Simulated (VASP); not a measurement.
C:

```xyz
8
Lattice="3.5319 0.0000 0.0000 0.0000 3.5319 0.0000 0.0000 0.0000 3.5319" Properties=species:S:1:pos:R:3 pbc="T T T"
C     0.0000    0.0000    0.0000
C     0.0000    1.7660    1.7660
C     1.7660    0.0000    1.7660
C     1.7660    1.7660    0.0000
C     0.8830    0.8830    0.8830
C     0.8830    2.6489    2.6489
C     2.6489    0.8830    2.6489
C     2.6489    2.6489    0.8830
```

Base run:

| Item | Value |
| --- | --- |
| Program | VASP 6.6.1 |
| Functional | LDA |
| Potentials or basis | VASP PAW LDA potentials, release 64 (C) |
| Cutoff | 520 eV |
| k mesh | 6 × 6 × 6 |
| Occupations | gaussian, width 0.01 eV |
| Spin | no spin polarisation |

Its results: band gap on the k mesh 4.20 eV; pressure 1.6 GPa.

**Question.** The run is repeated on the same cell with these changes: potentials or basis from VASP PAW LDA potentials, release 64 (C) to VASP PAW LDA potentials, release 64 (C_h); cutoff from 520 eV to 910 eV. What comes out?

**Answer.** Band gap on the k mesh 4.20 eV; pressure 0.6 GPa.

Caveats: the cutoff is under 1.25 times the usual one of these potentials, so pressure, stress and relaxed cells hold a basis-set (Pulay) error (some runs).

A k mesh can miss the band edges.
